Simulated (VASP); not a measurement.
# Ga (P-1) in VASP: further runs

Runs on Ga. Level: PBE. Tasks: single point.

All numbers are computed with VASP 6.6.1; they aren't measurements. Logs are shortened: lines on timing, memory, paths and dates and some standing lists are left out, and cuts for length are marked.

### 1 The cell of the first run

The typed cell holds 4 atoms: a = 4.399 Å, b = 4.477 Å, c = 4.517 Å, α = 88.44°, β = 90.41°, γ = 118.92°.

### 2 Single point, PBE (equal xy, yz and zx shear strains of +2 %)

Input file INCAR:

```
SYSTEM = Ga
ALGO = Normal ; EDIFF = 1E-6
ENCUT = 520 ; GGA = PE
ISIF = 2 ; ISMEAR = -1
LASPH = .True. ; LCHARG = .False.
LREAL = .False. ; LWAVE = .False.
NBANDS = 34 ; NELM = 80
PREC = Accurate ; SIGMA = 0.05
```

Input file KPOINTS:

```
k-points
0
Gamma
  9 9 8
  0 0 0
```

Input file POSCAR:

```
Ga
1.0
    2.2171260000     -3.7998465000     -0.0156705000
    2.2935740000      3.8449535000      0.0607775000
    0.0451670000      0.0451670000      4.5167000000
Ga
4
Direct
    0.1525000000      0.8475000000      0.0785000000
    0.6525000000      0.3475000000      0.4215000000
    0.8475000000      0.1525000000      0.9215000000
    0.3475000000      0.6525000000      0.5785000000
```

Potentials or basis: VASP PAW PBE potentials, release 64 (Ga_d).

On the command line:

```bash
cat potpaw_PBE.64/Ga_d/POTCAR > POTCAR
mpirun -np 1 vasp_std > vasp.out
```

OUTCAR:

```text
SYSTEM = Ga
   EDIFF = 1E-6
   ENCUT = 520
   GGA = PE
   ISIF = 2
   ISMEAR = -1
   LASPH = .True.
   LREAL = .False.
   NELM = 80
   PREC = Accurate

 ion  position               nearest neighbor table
   1  0.153  0.847  0.078-   3 2.42   4 2.68   2 2.71   4 2.73   2 2.76   3 2.77   3 2.84
   2  0.653  0.347  0.422-   4 2.45   3 2.68   1 2.71   3 2.73   1 2.76   4 2.77   4 2.80
   3  0.847  0.153  0.922-   1 2.42   2 2.68   4 2.71   2 2.73   4 2.76   1 2.77   1 2.84
   4  0.347  0.653  0.578-   2 2.45   1 2.68   3 2.71   1 2.73   3 2.76   2 2.77   2 2.80

  LATTYP: Found a triclinic cell.
 ALAT       =     4.3994007192
 B/A-ratio  =     1.7378649798
 C/A-ratio  =     1.4364465197
 COS(alpha) =     0.0000190819
 COS(beta)  =     0.3586410590
 COS(gamma) =     0.8586292678

  Lattice vectors:

 A1 = (   2.2171260000,  -3.7998465000,  -0.0156705000)
 A2 = (  -0.0764480000,  -7.6448000000,  -0.0764480000)
 A3 = (   4.4655330000,  -0.0000600000,  -4.4715930000)

Analysis of symmetry for initial positions (statically):
=====================================================================
 Subroutine PRICEL returns:
 Original cell was already a primitive cell.

 Routine SETGRP: Setting up the symmetry group for a
 triclinic supercell.

 Subroutine GETGRP returns: Found  2 space group operations
 (whereof  2 operations were pure point group operations)
 out of a pool of  2 trial point group operations.

The static configuration has the point symmetry S_2 .

Analysis of symmetry for dynamics (positions and initial velocities):
=====================================================================
 Subroutine PRICEL returns:
 Original cell was already a primitive cell.

 Routine SETGRP: Setting up the symmetry group for a
 triclinic supercell.

 Subroutine GETGRP returns: Found  2 space group operations
 (whereof  2 operations were pure point group operations)
 out of a pool of  2 trial point group operations.

The dynamic configuration has the point symmetry S_2 .

 Subroutine INISYM returns: Found  2 space group operations
 (whereof  2 operations are pure point group operations),
 and found     1 'primitive' translations

----------------------------------------------------------------------------------------

                                     Primitive cell

  volume of cell :      77.8524

  direct lattice vectors                    reciprocal lattice vectors
     2.217126000 -3.799846500 -0.015670500     0.223034373 -0.133029213 -0.000900052
     2.293574000  3.844953500  0.060777500     0.220443605  0.128638342 -0.003490819
     0.045167000  0.045167000  4.516700000    -0.002192519 -0.002192519  0.221444430

  length of vectors
     4.399400719  4.477481772  4.517151647     0.259695809  0.255255542  0.221466137

  position of ions in fractional coordinates (direct lattice)
     0.152500000  0.847500000  0.078500000
     0.652500000  0.347500000  0.421500000
     0.847500000  0.152500000  0.921500000
     0.347500000  0.652500000  0.578500000

  ion indices of the primitive-cell ions
   primitive index   ion index
                 1           1
                 2           2
                 3           3
                 4           4

----------------------------------------------------------------------------------------

 KPOINTS: k-points

Automatic generation of k-mesh.
 Grid dimensions read from file:
 generate k-points for:    9    9    8

 Generating k-lattice:

  Cartesian coordinates                     Fractional coordinates (reciprocal lattice)
     0.024781597 -0.014781024 -0.000100006     0.111111111 -0.000000000 -0.000000000
     0.024493734  0.014293149 -0.000387869     0.000000000  0.111111111  0.000000000
    -0.000274065 -0.000274065  0.027680554     0.000000000  0.000000000  0.125000000

  Length of vectors
     0.028855090  0.028361727  0.027683267

  Shift w.r.t. Gamma in fractional coordinates (k-lattice)
     0.000000000  0.000000000  0.000000000

 Subroutine IBZKPT returns following result:
 ===========================================

 Found    325 irreducible k-points:

 Following reciprocal coordinates:
            Coordinates               Weight
  0.000000  0.000000  0.000000      1.000000
  0.111111  0.000000  0.000000      2.000000
  0.222222  0.000000  0.000000      2.000000
  0.333333  0.000000  0.000000      2.000000
  0.444444  0.000000  0.000000      2.000000
  0.000000  0.111111 -0.000000      2.000000
[... 16 lines left out ...]
 -0.111111  0.222222 -0.000000      2.000000
  0.000000  0.333333 -0.000000      2.000000
 [... further k-points ...]
   k-points           NKPTS =    325   k-points in BZ     NKDIM =    325   number of bands    NBANDS=     34
   number of dos      NEDOS =    301   number of ions     NIONS =      4
   total plane-waves  NPLWV =  46656
   dimension x,y,z NGX =    36 NGY =   36 NGZ =   36
   dimension x,y,z NGXF=    72 NGYF=   72 NGZF=   72
   ions per type =               4
   NGX,Y,Z   is equivalent  to a cutoff of  13.60, 13.37, 13.25 a.u.
   NGXF,Y,Z  is equivalent  to a cutoff of  27.21, 26.73, 26.50 a.u.
 SYSTEM =  Ga
   PREC   = accura    normal or accurate (medium, high low for compatibility)
   ISTART =      0    job   : 0-new  1-cont  2-samecut
   ICHARG =      2    charge: 1-file 2-atom 10-const
   ISPIN  =      1    spin polarized calculation?
   LNONCOLLINEAR =      F non collinear calculations
   LSORBIT =      F    spin-orbit coupling
   LASPH  =      T    aspherical Exc in radial PAW
   ENCUT  =  520.0 eV  38.22 Ry    6.18 a.u.   8.18  8.33  8.40*2*pi/ulx,y,z
   NELM   =     80;   NELMIN=  2; NELMDL= -5     # of ELM steps
   EDIFF  = 0.1E-05   stopping-criterion for ELM
   LREAL  =      F    real-space projection
   EDIFFG = 0.1E-04   stopping-criterion for IOM
   NSW    =      0    number of steps for IOM
   IBRION =     -1    ionic relax: 0-MD 1-quasi-New 2-CG
   NFREE  =      0    steps in history (QN), initial steepest desc. (CG)
   ISIF   =      2    stress and relaxation
   ISYM   =      2    0-nonsym 1-usesym 2-fastsym
   POTIM  = 0.5000    time-step for ionic-motion
   TEBEG  =    0.0;   TEEND  =   0.0 temperature during run
   PSTRESS=    0.0 pullay stress
   NELECT =      52.0000    total number of electrons
   NUPDOWN=      -1.0000    fix difference up-down
   EMIN   =  10.00;   EMAX   =-10.00  energy-range for DOS
   EFERMI =   0.00;   METHOD = LEGACY
   ISMEAR =    -1;   SIGMA  =   0.05  broadening in eV -4-tet -1-fermi 0-gaus
   EFERMI_NEDOS =   21; number of points for ismear=-14 and -15
   IALGO  =     38    algorithm
   IMIX   =      4    mixing-type and parameters
     AMIX     =   0.40;   BMIX     =  1.00
     AMIX_MAG =   1.60;   BMIX_MAG =  1.00
  volume/ion in A,a.u.               =      19.46       131.34
  Fermi-wavevector in a.u.,A,eV,Ry     =   1.431041  2.704275 27.863065  2.047877
  Thomas-Fermi vector in A             =   2.550820
   LORBIT       =      0    0 simple, 1 ext, 2 COOP (PROOUT), +10 PAW based schemes
   GGA     = PE    functional components
   LHFCALC =     F    Hartree Fock is set to
   AEXX    =    0.0000 exact exchange contribution
   IVDW    =     0    specifies the selected vdW correction
   LEPSILON=     F    determine dielectric tensor
   LRPA    =     F    only Hartree local field effects (RPA)
 non-spin polarized calculation
  energy-cutoff  :      520.00
  volume of cell :       77.85
 maximum number of plane-waves:      2116
 NGX is ok and might be reduce to    36
   NGX = 17   NGY = 17   NGZ = 17

 number of electron      52.0000007 magnetization

 Free energy of the ion-electron system (eV)
  ---------------------------------------------------
  ext. energy  EPLUGINS =         0.00000000
  ---------------------------------------------------
  free energy    TOTEN  =       -11.56235214 eV

  energy without entropy =      -11.55461551  energy(sigma->0) =      -11.55848382

 E-fermi :   5.1005     XC(G=0): -10.6847

 val. band max:        5.0990341900   @ k =  -0.2222   0.4444   0.0000
 cond. band min:       5.1036244539   @ k =  -0.2222   0.2222   0.5000
 fundamental gap:      0.0045902640
 Fermi energy:         5.1004618752

 k-point     1 :       0.0000    0.0000    0.0000
  band No.  band energies     occupation
      1     -10.0714      2.00000
      2     -10.0654      2.00000
      3     -10.0616      2.00000
      4     -10.0341      2.00000
      5      -9.9835      2.00000
      6      -9.9521      2.00000
[... 26 lines left out ...]
     33      11.8191      0.00000
     34      12.4001      0.00000

 k-point     2 :       0.1111    0.0000    0.0000
  band No.  band energies     occupation
      1     -10.0746      2.00000
      2     -10.0640      2.00000
      3     -10.0583      2.00000
      4     -10.0386      2.00000
      5      -9.9755      2.00000
      6      -9.9507      2.00000
[... 26 lines left out ...]
     33      11.8618      0.00000
     34      12.4023      0.00000

 k-point     3 :       0.2222    0.0000    0.0000
  band No.  band energies     occupation
      1     -10.0794      2.00000
      2     -10.0589      2.00000
      3     -10.0550      2.00000
      4     -10.0436      2.00000
      5      -9.9669      2.00000
      6      -9.9404      2.00000
[... 26 lines left out ...]
     33      11.1879      0.00000
     34      11.9914      0.00000
[... 704 lines left out ...]
 k-point    23 :      -0.1111    0.2222   -0.0000
  band No.  band energies     occupation
      1     -10.0816      2.00000
      2     -10.0734      2.00000
      3     -10.0501      2.00000
      4     -10.0434      2.00000
      5      -9.9817      2.00000
      6      -9.9565      2.00000
[... 26 lines left out ...]
     33      10.9049      0.00000
     34      12.4681      0.00000

 k-point    24 :       0.0000    0.3333   -0.0000
  band No.  band energies     occupation
      1     -10.0822      2.00000
      2     -10.0689      2.00000
      3     -10.0519      2.00000
      4     -10.0239      2.00000
      5      -9.9785      2.00000
      6      -9.9609      2.00000
[... 26 lines left out ...]
     33      11.0291      0.00000
     34      12.3012      0.00000

 [... further k-points ...]

------------------------ aborting loop because EDIFF is reached ----------------------------------------

  FORCE on cell =-STRESS in cart. coord.  units (eV):
  Direction    XX          YY          ZZ          XY          YZ          ZX
  --------------------------------------------------------------------------------------
  -------------------------------------------------------------------------------------
  Total        0.8517213      2.0400336      0.7990313     -0.2873257     -0.5161400     -0.3183359
  in kB       17.5281547     41.9832476     16.4438111     -5.9130722    -10.6219980     -6.5512520
  external PRESSURE =      25.3184045 kB  Pullay stress =       0.0000000 kB

 VOLUME and BASIS-vectors are now :
 -----------------------------------------------------------------------------
  energy-cutoff  :      520.00
  volume of cell :       77.85
      direct lattice vectors                 reciprocal lattice vectors
     2.217126000 -3.799846500 -0.015670500     0.223034373 -0.133029213 -0.000900052
     2.293574000  3.844953500  0.060777500     0.220443605  0.128638342 -0.003490819
     0.045167000  0.045167000  4.516700000    -0.002192519 -0.002192519  0.221444430

 POSITION                                       TOTAL-FORCE (eV/Angst)
 -----------------------------------------------------------------------------------
      2.28546      2.68267      0.40368         0.027245     -0.473548      0.085482
      2.26273     -1.12424      1.91468        -0.024238     -0.354613     -0.146161
      2.27041     -2.59239      4.15813        -0.027245      0.473548     -0.085482
      2.29314      1.21451      2.64712         0.024238      0.354613      0.146161
 -----------------------------------------------------------------------------------
    total drift:                                0.000000      0.000000     -0.000000

  FREE ENERGIE OF THE ION-ELECTRON SYSTEM (eV)
  ---------------------------------------------------
  free  energy   TOTEN  =       -11.5623521354 eV

  energy  without entropy=      -11.5546155131  energy(sigma->0) =      -11.55848382
```

Run time: 10 min. Hardware: 1 thread of Oxide Virtual Turin-like, shared host; peak memory 0.62 GiB.

Results:

```
Free energy            : -11.5624 eV
Pressure               : 2.5 GPa
Largest force          : 0.482 eV/Å
Band gap on the k mesh : zero (bands 26 and 27 overlap by 1.30 eV)
```

Forces in eV/Å, atoms in the order of the input:
```
Ga   0.027 -0.474  0.085
Ga  -0.024 -0.355 -0.146
Ga  -0.027  0.474 -0.085
Ga   0.024  0.355  0.146
```

Stress tensor (GPa, compression positive):
```
 1.75 -0.59 -0.66
-0.59  4.20 -1.06
-0.66 -1.06  1.64
```

Levels at points of the mesh, in eV from the Fermi level:
| k point | band 22 | band 23 | band 24 | band 25 | band 26 | band 27 | band 28 | band 29 | band 30 | band 31 |
| --- | --- | --- | --- | --- | --- | --- | --- | --- | --- | --- |
| (0.00, 0.00, 0.00) | -4.34 | -3.68 | -1.68 | -1.58 | -0.88 | 0.92 | 0.95 | 0.98 | 4.94 | 5.63 |
| (0.00, 0.00, 0.50) | -9.20 | -0.23 | -0.19 | -0.13 | -0.09 | 0.23 | 0.25 | 2.10 | 2.23 | 3.71 |

Caveat: the cell differs from its parent crystal (equal xy, yz and zx shear strains of +2 %).

[end of part 1 of 2]
